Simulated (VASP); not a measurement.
A run of VASP 6.6.1 is set up as follows.

Contents of INCAR:

```
SYSTEM = Ba
PREC = Accurate
ENCUT = 500
EDIFF = 1E-6
ISMEAR = -1
SIGMA = 0.1
LREAL = .FALSE.
LASPH = .TRUE.
NELM = 120
ALGO = Normal
ISIF = 2
LWAVE = .FALSE.
LCHARG = .FALSE.
GGA = PE
NBANDS = 17
GGA_COMPAT = .FALSE.
```

File KPOINTS:

```
Automatic mesh
0
G
  8 8 8
  0 0 0
```

The input POSCAR:

```
Ba
1.0
    0.0000000000      3.1059756344      3.1059756344
    3.1059756344      0.0000000000      3.1059756344
    3.1059756344      3.1059756344      0.0000000000
Ba
2
Direct
    1.0000000000      1.0000000000      1.0000000000
    0.2500000000      0.2500000000      0.2500000000
```

Potentials or basis: VASP PAW PBE potentials, release 64 (Ba_sv).

Launch:

```console
$ cat potpaw_PBE.64/Ba_sv/POTCAR > POTCAR
$ mpirun -np 1 vasp_std > vasp.out
```

Predict the pressure.

46.7 GPa.

What does it give for the band gap on the k mesh?

Zero (bands 10 and 11 overlap by 0.85 eV).

Caveat: the cell stands under pressure; spin-orbit coupling is left out, which moves the levels of the heavy elements.
